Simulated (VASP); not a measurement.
Write the native input for VASP 6.6.1 that does the following.

| Item | Value |
| --- | --- |
| Task | single point |
| Functional | PBE |
| Potentials or basis | VASP PAW PBE potentials, release 64 (Al, Ni_sv_GW) |
| Cutoff | 690 eV |
| k mesh | 1 × 1 × 1 |
| Occupations | gaussian, width 0.1 eV |
| Spin | no spin polarisation |
| Dipole correction | no |
| Further INCAR settings | ALGO = Normal; EDIFF = 1e-06; NBANDS = 36 |

The structure of AlNi3 lies in POSCAR:

```
AlNi3
1.0
    0.0091803197      2.8086990902      2.8014686452
    2.8035150590      0.0061289969      2.8045199680
    2.8105818206      2.8188171747     -0.0009377647
Al Ni
1 3
Direct
    0.5179937806      0.4754529908      0.4812022906
    0.2347094222      0.2129657574      0.2359009799
    0.0527018359     -0.0376585175      0.0301498793
    0.7728995969      0.7206613382      0.8016672262
```

The input as run:

INCAR

```
PREC = Accurate
ENCUT = 690
EDIFF = 1E-6
ISMEAR = 0
SIGMA = 0.1
LREAL = False
LASPH = True
NELM = 120
ALGO = Normal
ISIF = 2
LWAVE = False
LCHARG = True
GGA = PE
LELF = True
LVHAR = True
NBANDS = 36
GGA_COMPAT = False
```

KPOINTS

```
regular mesh
0
Gamma
  1 1 1
```

Potentials or basis: VASP PAW PBE potentials, release 64 (Al, Ni_sv_GW).

Launch:

```console
$ cat potpaw_PBE.64/Al/POTCAR potpaw_PBE.64/Ni_sv_GW/POTCAR > POTCAR
$ mpirun -np 1 vasp_gam > vasp.out
```

It gave:

```
Pressure               : 16.6 GPa
Largest force          : 2.331 eV/Å
Band gap on the k mesh : zero (an odd number of electrons rules out a gap without spin polarisation)
```

Caveat: the k points lie up to 1.94 Å⁻¹ apart, too coarse for converged energies and pressures of a metal; forces of over 1 eV/Å act on the atoms, so gaps and moduli don't describe the material at rest.

Wall time 16 s on 1 thread of Intel(R) Xeon(R) Platinum 8488C (Sapphire Rapids), on a shared host, peak memory 0.2 GiB.
